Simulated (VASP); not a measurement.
Write the native input for VASP 6.6.1 that does the following.

```yaml
Task: single point
Functional: PBE
Potentials_or_basis: VASP PAW PBE potentials, release 64 (Pb_d, Te)
Cutoff: 520 eV
k_mesh: 4 × 4 × 4
Occupations: gaussian, width 0.01 eV
Spin: no spin polarisation
Dipole_correction: no
Further_INCAR_settings: ALGO = Normal; EDIFF = 1e-07; NBANDS = 17
```

The structure of TePb lies in POSCAR:

```
TePb
1.0
    0.0000000000      3.3168548626      3.3168548626
    3.3168548626      0.0000000000      3.3168548626
    3.3168548626      3.3168548626      0.0000000000
Pb Te
1 1
Direct
    0.0000000000      0.0000000000      0.0000000000
    0.5000000000      0.5000000000      0.5000000000
```

This cell differs from its parent crystal: strain +1.5%.

One way to write it, as run:

INCAR

```
SYSTEM = TePb
ALGO = Normal
EDIFF = 1E-7
ENCUT = 520
GGA = PE
ISIF = 2
ISMEAR = 0
LASPH = .TRUE.
LCHARG = .TRUE.
LELF = .TRUE.
LREAL = .FALSE.
LVHAR = .TRUE.
LWAVE = .FALSE.
NBANDS = 17
NELM = 100
PREC = Accurate
SIGMA = 0.01
```

KPOINTS

```
k-points
0
G
  4 4 4
  0 0 0
```

Potentials or basis: VASP PAW PBE potentials, release 64 (Pb_d, Te).

The run is started by

```sh
$ cat potpaw_PBE.64/Pb_d/POTCAR potpaw_PBE.64/Te/POTCAR > POTCAR
$ mpirun -np 1 vasp_std > vasp.out
```

Results of the run:

```yaml
Pressure: -1.1 GPa
Band_gap_on_the_k_mesh: 0.88 eV, direct
```

Caveat: the cell differs from its parent crystal (strain +1.5%); spin-orbit coupling is left out, which moves the levels of the heavy elements.

It took 6.9 s on 1 thread of Intel(R) Xeon(R) 6975P-C (Granite Rapids) (shared host), peak memory 0.2 GiB.
